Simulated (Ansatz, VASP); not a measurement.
**Two plane-wave programs on W**

The input INCAR:

```
  PREC = Accurate
  ENCUT = 520
  EDIFF = 1E-6
  ISMEAR = 0
  SIGMA = 0.15
  LREAL = False
  LASPH = True
  NELM = 100
  ALGO = Fast
  ISIF = 2
  LWAVE = False
  LCHARG = True
  GGA = CA
  LELF = True
  LVHAR = True
  NBANDS = 13
```

Contents of KPOINTS:

```
Automatic mesh
0
Gamma
  20 20 20
```

The input POSCAR:

```
W
1.0
   -0.2979718176      1.9864787842      2.1354646930
    1.6885069666      0.0000000000      1.8374928754
    1.9864787842      1.9864787842     -0.2979718176
W
1
Direct
    0.0000000000      0.0000000000      0.0000000000
```

Input for Ansatz:

```yaml
crystal:
  lattice:
    - [-0.2979718176, 1.9864787842, 2.135464693]
    - [1.6885069666, 0.0, 1.8374928754]
    - [1.9864787842, 1.9864787842, -0.2979718176]
  atoms:
    - { symbol: W, position: [0.0, 0.0, 0.0] }
basis:
  ecutwfc: 420
kpoints:
  mp_grid: { grid: [20, 20, 20] }
hamiltonian:
  xc: lda
  pseudopotentials: { kind: paw, azcp: { folder: soft_1 } }
scf:
  occupations: { method: gaussian, width: 0.15 }
output:
  forces: true
  stress: true
  eigenvalues: true
```

Change from the starting cell: engineering shear strain xz -0.3000, normal strain along z +0.0750.

Alike in both runs: task single point; functional LDA; k mesh 20 × 20 × 20; occupations gaussian, width 0.15 eV; no spin polarisation.

```csv
,VASP,Ansatz
version,VASP 6.6.1,Ansatz 0.2.0
potentials or method,"VASP PAW LDA potentials, release 64 (W_sv), cutoff 520 eV","scalar-relativistic, plane waves, PAW"
valence electrons in the cell,14,14
```

```csv
,VASP,Ansatz,Ansatz less VASP
gap on the k mesh at the Fermi level (eV),none,none,-
pressure (GPa),-0.8,-2.6,-1.77
"traceless stress, the component that is largest in VASP (GPa)",28.11,27.31,-0.801
```

Ansatz warns that its potentials were made for another functional, while VASP's fit it. LDA's correlation is that of Perdew and Zunger in VASP and of Perdew and Wang (1992) in Ansatz. A gap of «none» marks a metal or a gap that the smearing closes.

Spin-orbit coupling is off throughout.
